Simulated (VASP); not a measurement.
Crystal: Al2Co.

```
Al Co
1.0
    -2.02744    2.02744    5.09618
     2.02744   -2.02744    5.09618
     2.02744    2.02744   -5.09618
Al Co
4 2
Direct
  0.20660 0.20660 0.00000
  0.95660 0.45660 0.50000
  0.54340 0.04340 0.50000
  0.79340 0.79340 0.00000
  0.00000 0.00000 0.00000
  0.75000 0.25000 0.50000
```

```yaml
Program: VASP 6.6.1
Task: relaxation of cell and atoms
Functional: PBE
Potentials_or_basis: VASP PAW PBE potentials, release 64 (Al, Co)
Cutoff: 600 eV
k_mesh: 6 × 6 × 6
Occupations: gaussian, width 0.1 eV
Spin: no spin polarisation
```

At the start: pressure 46.4 GPa; volume 13.97 Å³/atom.

Problem. How do energy, volume and symmetry change on relaxing?

Solution. Over 36 steps the energy falls by 617.1 meV/atom and the volume is 15.36 Å³/atom (+10.0 %); space group I4_1/amd (No. 141, to 0.1 Å) before and after.

The path:
```csv
step,energy change (eV),largest force (eV/Å),pressure (GPa),volume (Å³)
1,0.0000,1.7735,46.38,83.79
2,-2.1094,0.5109,-11.37,143.00
3,-3.4530,0.0649,-0.31,113.69
4,-3.4531,0.0466,0.22,113.03
5,-3.4730,0.1238,-0.03,113.22
6,-3.4737,0.1615,0.03,113.26
7,-3.4782,0.1448,-0.22,113.35
8,-3.4882,0.0965,-0.87,113.61
9,-3.4919,0.0114,-1.96,114.12
10,-3.4930,0.0401,-1.55,113.95
11,-3.4948,0.0384,-1.57,113.80
12,-3.4998,0.0341,-1.38,113.34
13,-3.5084,0.0279,-1.08,112.44
14,-3.5206,0.0266,-0.51,110.64
15,-3.5398,0.0645,0.64,107.04
16,-3.5405,0.2318,3.46,99.88
17,-3.5493,0.1678,2.35,102.50
18,-3.5543,0.1600,2.36,102.18
19,-3.5672,0.1476,2.09,101.20
20,-3.5914,0.1725,1.47,99.21
21,-3.6678,0.2390,0.44,95.04
22,-3.4046,0.1656,4.21,85.90
23,-3.6262,0.4738,1.61,93.70
24,-3.6270,0.3727,2.34,89.90
25,-3.6360,0.4336,1.90,90.81
26,-3.6322,0.4027,2.15,90.30
27,-3.6393,0.1534,1.50,89.65
28,-3.6414,0.2372,1.65,89.86
29,-3.6564,0.2075,1.31,90.25
30,-3.6876,0.1238,0.41,91.41
31,-3.6989,0.0408,-1.03,93.67
32,-3.7009,0.0032,-0.66,93.10
33,-3.7009,0.0115,-0.66,93.00
34,-3.7009,0.0181,-0.60,92.90
35,-3.7020,0.0166,-0.38,92.64
36,-3.7024,0.0129,0.23,92.19
```

Final structure:
```cif
data_structure
_symmetry_space_group_name_H-M 'P 1'
_symmetry_Int_Tables_number 1
_cell_length_a 5.3665
_cell_length_b 5.3665
_cell_length_c 5.3665
_cell_angle_alpha 128.446
_cell_angle_beta 128.446
_cell_angle_gamma 75.903
_cell_volume 92.19
loop_
_atom_site_label
_atom_site_type_symbol
_atom_site_fract_x
_atom_site_fract_y
_atom_site_fract_z
_atom_site_occupancy
Al1 Al 0.27965 0.27965 0.00000 1
Al2 Al 0.02965 0.52965 0.50000 1
Al3 Al 0.47035 0.97035 0.50000 1
Al4 Al 0.72035 0.72035 0.00000 1
Co1 Co 0.00000 0.00000 0.00000 1
Co2 Co 0.75000 0.25000 0.50000 1
```

Caveat: the run has no spin polarisation, though such a crystal can be magnetic.
